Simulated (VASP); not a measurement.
A run of VASP 6.6.1 is set up as follows.

File INCAR:

```
SYSTEM = YRe3
ALGO     = Normal         ! electronic algorithm
EDIFF    = 1E-6           ! SCF threshold, eV
ENCUT    = 520            ! plane-wave cutoff, eV
GGA      = PS             ! functional
ISIF     = 2              ! what is computed and relaxed
ISMEAR   = 0              ! smearing method
LASPH    = .True.         ! aspherical terms in the spheres
LCHARG   = .False.        ! write CHGCAR
LREAL    = .False.        ! projectors in reciprocal space
LWAVE    = .False.        ! write WAVECAR
NBANDS   = 24             ! bands
NELM     = 80             ! most SCF steps
PREC     = Accurate       ! precision mode
SIGMA    = 0.05           ! smearing width, eV
```

The input KPOINTS:

```
k-points
0
Gamma
  8 8 8
  0 0 0
```

POSCAR

```
YRe3
1.0
    4.0942046085      0.0000000000      0.0000000000
    0.0000000000      4.0942046085      0.0000000000
    0.0000000000      0.0000000000      4.0942046085
Y Re
1 3
Direct
    0.0000000000      0.0000000000      0.0000000000
    0.0000000000      0.5000000000      0.5000000000
    0.5000000000      0.5000000000      0.0000000000
    0.5000000000      0.0000000000      0.5000000000
```

Potentials or basis: VASP PAW PBE potentials, release 64 (Y_sv, Re).

Launch:

```console
$ cat potpaw_PBE.64/Y_sv/POTCAR potpaw_PBE.64/Re/POTCAR > POTCAR
$ mpirun -np 1 vasp_std > vasp.out
```

(1) Estimate the pressure.

(2) Estimate the band gap on the k mesh.

Results:

(1) -4.6 GPa.

(2) zero (band 16 reaches 7.85 eV, above the bottom of band 17 at 5.76 eV).

Caveat: the PAW data sets were made with another functional, which shifts forces and pressure a little; spin-orbit coupling is left out, which moves the levels of the heavy elements.
